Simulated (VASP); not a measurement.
A run of VASP 6.6.1:

The input INCAR:

```
  PREC = Accurate
  ENCUT = 520
  EDIFF = 1E-6
  ISMEAR = -1
  SIGMA = 0.08
  LREAL = F
  LASPH = T
  NELM = 80
  ALGO = Normal
  ISIF = 2
  LWAVE = F
  LCHARG = T
  GGA = CA
  LELF = T
  LVHAR = T
  NBANDS = 17
```

KPOINTS

```
Automatic mesh
0
Gamma
  11 11 11
```

POSCAR

```
SnTe
1.0
    0.0000000000      3.1353147979      3.1353147979
    3.1353147979      0.0000000000      3.1353147979
    3.1353147979      3.1353147979      0.0000000000
Sn Te
1 1
Direct
    0.0000000000      0.0000000000      0.0000000000
    0.5000000000      0.5000000000      0.5000000000
```

Potentials or basis: VASP PAW LDA potentials, release 64 (Sn_d, Te).

Run with:

```sh
$ cat potpaw_LDA.64/Sn_d/POTCAR potpaw_LDA.64/Te/POTCAR > POTCAR
$ mpirun -np 1 vasp_std > vasp.out
```

Hardware: 1 thread of Intel(R) Xeon(R) Platinum 8259CL CPU @ 2.50GHz (Skylake/Cascade Lake), on a shared host.

How long does it take, and how much memory?

It took 43 s on 1 thread of Intel(R) Xeon(R) Platinum 8259CL CPU @ 2.50GHz (Skylake/Cascade Lake), with other jobs on the host, peak memory 0.2 GiB. Counts: scf iterations 12, k points 56.
